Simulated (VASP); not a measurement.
Cu, 1 atom in the cell. It takes space group I4/mmm (No. 139, tetragonal). The conventional cell has a = 2.866 Å, b = 2.866 Å, c = 2.734 Å, α = 90.00°, β = 90.00°, γ = 90.00°. Cu (site symmetry 4/mmm) has 14 Cu at 2.44 to 2.87 Å within 3.2 Å. 

```yaml
Program: VASP 6.6.1
Task: single point
Functional: PBE0
Potentials_or_basis: VASP PAW PBE potentials, release 64 (Cu)
Cutoff: 520 eV
k_mesh: 6 × 6 × 6
Occupations: fermi-dirac, width 0.05 eV
Spin: no spin polarisation
Dipole_correction: no
Grid_for_exact_exchange_PRECFOCK: Normal
Further_INCAR_settings: ALGO = Normal; EDIFF = 1e-06; NBANDS = 12
```

Potentials or basis: VASP PAW PBE potentials, release 64 (Cu).

Run with:

```bash
$ cat potpaw_PBE.64/Cu/POTCAR > POTCAR
$ cp INCAR.step1 INCAR
$ mpirun -np 1 vasp_std > vasp.out
$ cp INCAR.step2 INCAR
$ mpirun -np 1 vasp_std > vasp.out
```

Hardware: 1 thread of Intel(R) Xeon(R) 6975P-C (Granite Rapids), with other jobs on the host.

How long does it take, and how much memory?

Wall time 3.7 min on 1 thread of Intel(R) Xeon(R) 6975P-C (Granite Rapids), with other jobs on the host, peak memory 0.12 GiB. Counts: k points 30.
